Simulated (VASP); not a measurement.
The system is TaN.

```
Ta N
1.0
     2.89225    0.00000    0.00000
    -1.44613    2.50476    0.00000
     0.00000    0.00000    2.84440
Ta N
1 1
Direct
  0.33333 0.66667 0.50000
  0.00000 0.00000 0.00000
```

Base run:

- Program: VASP 6.6.1
- Functional: PBEsol
- Potentials or basis: VASP PAW PBE potentials, release 64 (Ta_pv, N)
- Cutoff: 520 eV
- k mesh: 18 × 18 × 14
- Occupations: fermi-dirac, width 0.15 eV
- Spin: no spin polarisation

Its results: band gap on the k mesh zero (band 8 reaches 8.80 eV, above the bottom of band 9 at 8.45 eV); pressure 13.0 GPa.

Question: The run is repeated on the same cell with these changes: potentials or basis from VASP PAW PBE potentials, release 64 (Ta_pv, N) to VASP PAW PBE potentials, release 64 (Ta_sv_GW, N); cutoff from 520 eV to 600 eV; further incar settings from ALGO = Normal; EDIFF = 1e-06; NBANDS = 15 to ALGO = Normal; EDIFF = 1e-06; NBANDS = 16; valence electrons from 16 to 18. What comes out?

Answer: Band gap on the k mesh zero (band 9 reaches 13.18 eV, above the bottom of band 10 at 12.84 eV); pressure 12.2 GPa.

Caveats: the PAW data sets were made with another functional, which shifts forces and pressure a little; spin-orbit coupling is left out, which moves the levels of the heavy elements.
